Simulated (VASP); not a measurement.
Write the native input for VASP 6.6.1 that does the following.

- Task: single point
- Functional: PBE
- Potentials or basis: VASP PAW PBE potentials, release 64 (Si, O)
- Cutoff: 520 eV
- k mesh: 6 × 6 × 4
- Occupations: gaussian, width 0.02 eV
- Spin: no spin polarisation
- Dipole correction: no
- Further INCAR settings: ALGO = Normal; EDIFF = 1e-07; NBANDS = 34

The structure of SiO2 lies in POSCAR:

```
SiO2
1.0
    4.6810325612      0.0000000000      0.0000000000
   -2.3405162806      4.0538931139      0.0000000000
    0.0000000000      0.0000000000      5.6160818894
Si O
3 6
Direct
    0.0000000000      0.5000000000      0.3333333333
    0.5000000000      0.5000000000      0.6666666667
    0.5000000000      0.0000000000      0.0000000000
    0.6191855816      0.8095927908      0.8333333333
    0.8095927908      0.6191855816      0.5000000000
    0.8095927908      0.1904072092      0.1666666667
    0.3808144184      0.1904072092      0.8333333333
    0.1904072092      0.3808144184      0.5000000000
    0.1904072092      0.8095927908      0.1666666667
```

These files were run (other wordings do the same):

INCAR

```
ALGO = Normal
EDIFF = 1E-7
ENCUT = 520
GGA = PE
ISIF = 2
ISMEAR = 0
LASPH = T
LCHARG = F
LREAL = F
LWAVE = F
NBANDS = 34
NELM = 60
PREC = Accurate
SIGMA = 0.02
```

KPOINTS

```
k-points
0
Gamma
  6 6 4
```

Potentials or basis: VASP PAW PBE potentials, release 64 (Si, O).

Launch:

```bash
$ cat potpaw_PBE.64/Si/POTCAR potpaw_PBE.64/O/POTCAR > POTCAR
$ mpirun -np 1 vasp_std > vasp.out
```

It gave:

| Quantity | Value |
| --- | --- |
| Pressure | 25.3 GPa |
| Largest force | 0.014 eV/Å |
| Band gap on the k mesh | 5.70 eV, direct |

Run time: 73 s on 1 thread of Intel(R) Xeon(R) Platinum 8259CL CPU @ 2.50GHz (Skylake/Cascade Lake) (shared host), peak memory 0.24 GiB.
